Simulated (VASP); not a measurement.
Write the native input for VASP 6.6.1 that does the following.

- Task: single point
- Functional: LDA
- Potentials or basis: VASP PAW LDA potentials, release 64 (Te, As)
- Cutoff: 520 eV
- k mesh: 16 × 16 × 16
- Occupations: gaussian, width 0.15 eV
- Spin: no spin polarisation
- Dipole correction: no
- Further INCAR settings: ALGO = Normal; EDIFF = 1e-06; NBANDS = 12

The structure of TeAs lies in POSCAR:

```
TeAs
1.0
   -1.2463420408      2.4926840816      2.4926840816
    2.4926840816     -1.2463420408      2.4926840816
    2.4926840816      2.4926840816     -1.2463420408
Te As
1 1
Direct
    0.5000000000      0.5000000000      0.5000000000
    0.0000000000      0.0000000000      0.0000000000
```

This cell differs from its parent crystal: ratio of the length along [111] to the lengths across it x 0.5, volume and fractional coordinates fixed.

The input as run:

INCAR

```
PREC = Accurate ; ENCUT = 520
EDIFF = 1E-6 ; ISMEAR = 0
SIGMA = 0.15 ; LREAL = F
LASPH = T ; NELM = 60
ALGO = Normal ; ISIF = 2
LWAVE = F ; LCHARG = F
NBANDS = 12
```

KPOINTS

```
regular mesh
0
Gamma
  16 16 16
```

Potentials or basis: VASP PAW LDA potentials, release 64 (Te, As).

Launch:

```bash
$ cat potpaw_LDA.64/Te/POTCAR potpaw_LDA.64/As/POTCAR > POTCAR
$ mpirun -np 1 vasp_std > vasp.out
```

Results of the run:

| Item | Value |
| --- | --- |
| Pressure | -9.4 GPa |
| Band gap on the k mesh | zero (an odd number of electrons rules out a gap without spin polarisation) |

Caveat: the cell stands under tension; spin-orbit coupling is left out, which moves the levels of the heavy elements.

Wall time 76 s on 1 thread of AMD EPYC 7R13 (shared host), peak memory 0.2 GiB.
